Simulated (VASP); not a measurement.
PtS2, 3 atoms in the cell. The structure is trigonal, space group P-3m1 (No. 164). Conventional cell: a = 3.553 Å, b = 3.553 Å, c = 5.123 Å, α = 90.00°, β = 90.00°, γ = 120.00°. Within 3.2 Å of Pt (site symmetry -3m) lie 6 S at 2.39 Å. Within 3.2 Å of S (site symmetry 3m) lie 3 Pt at 2.39 Å and 3 S at 3.20 Å. 

```yaml
Program: VASP 6.6.1
Task: dielectric tensor
Functional: PBE
Potentials_or_basis: VASP PAW PBE potentials, release 64 (Pt, S)
Cutoff: 400 eV
k_mesh: 9 × 9 × 4
Occupations: gaussian, width 0.01 eV
Spin: no spin polarisation
Dipole_correction: no
Further_INCAR_settings: ALGO = Normal; EDIFF = 1e-08
```

Potentials or basis: VASP PAW PBE potentials, release 64 (Pt, S).

Run with:

```sh
$ cat potpaw_PBE.64/Pt/POTCAR potpaw_PBE.64/S/POTCAR > POTCAR
$ mpirun -np 1 vasp_std > vasp.out
```

Hardware: 1 thread of Intel(R) Xeon(R) 6975P-C (Granite Rapids) (shared host).

Task: Estimate the wall time of this run.

Result: It took 100 s on 1 thread of Intel(R) Xeon(R) 6975P-C (Granite Rapids) (shared host), peak memory 0.27 GiB. Counts: scf iterations 127, k points 43.
